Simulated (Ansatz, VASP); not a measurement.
# Al2Cu: VASP beside Ansatz

INCAR

```
PREC = Accurate
ENCUT = 520
EDIFF = 1E-6
ISMEAR = 0
SIGMA = 0.1
LREAL = False
LASPH = True
NELM = 60
ALGO = Fast
ISIF = 2
LWAVE = False
LCHARG = False
GGA = PE
IVDW = 12
NBANDS = 16
```

File KPOINTS:

```
Automatic mesh
0
Gamma
  4 4 6
```

The input POSCAR:

```
Al2Cu
1.0
    4.1051820000      0.0000000000      0.0000000000
    0.0000000000      4.1051820000      0.0000000000
    0.0000000000      0.0000000000      2.8913130000
Al Cu
2 1
Direct
    0.5000000000      0.0000000000      0.5000000000
    0.0000000000      0.5000000000      0.5000000000
    0.0000000000      0.0000000000      0.0000000000
```

Input for Ansatz:

```yaml
crystal:
  lattice:
    - [4.105182, 0.0, 0.0]
    - [0.0, 4.105182, 0.0]
    - [0.0, 0.0, 2.891313]
  atoms:
    - { symbol: Al, position: [0.5, 0.0, 0.5] }
    - { symbol: Al, position: [0.0, 0.5, 0.5] }
    - { symbol: Cu, position: [0.0, 0.0, 0.0] }
basis:
  ecutwfc: 420
kpoints:
  mp_grid: { grid: [4, 4, 6] }
hamiltonian:
  xc: pbe
  dispersion: d3bj
  pseudopotentials: { kind: paw, azcp: { folder: soft_1 } }
scf:
  occupations: { method: gaussian, width: 0.1 }
output:
  forces: true
  stress: true
  eigenvalues: true
```

Alike in both runs: task single point; functional PBE; dispersion D3(BJ); k mesh 4 × 4 × 6; occupations gaussian, width 0.1 eV; no spin polarisation.

|  | VASP | Ansatz |
| --- | --- | --- |
| version | VASP 6.6.1 | Ansatz 0.2.0 |
| potentials or method | VASP PAW PBE potentials, release 64 (Al, Cu), cutoff 520 eV | scalar-relativistic, plane waves, PAW |
| valence electrons in the cell | 17 | 25 |

```csv
,VASP,Ansatz,Ansatz less VASP
gap on the k mesh at the Fermi level (eV),none,none,-
pressure (GPa),-3.3,-3.3,-0.05
"traceless stress, the component that is largest in VASP (GPa)",2.31,2.28,-0.030
```

A gap of «none» marks a metal or a gap that the smearing closes. VASP's potentials hold 17 valence electrons a cell and Ansatz's 25, so a difference there can come from the potentials and not from the codes.

The k mesh is coarse, so the values compare programs but aren't converged.
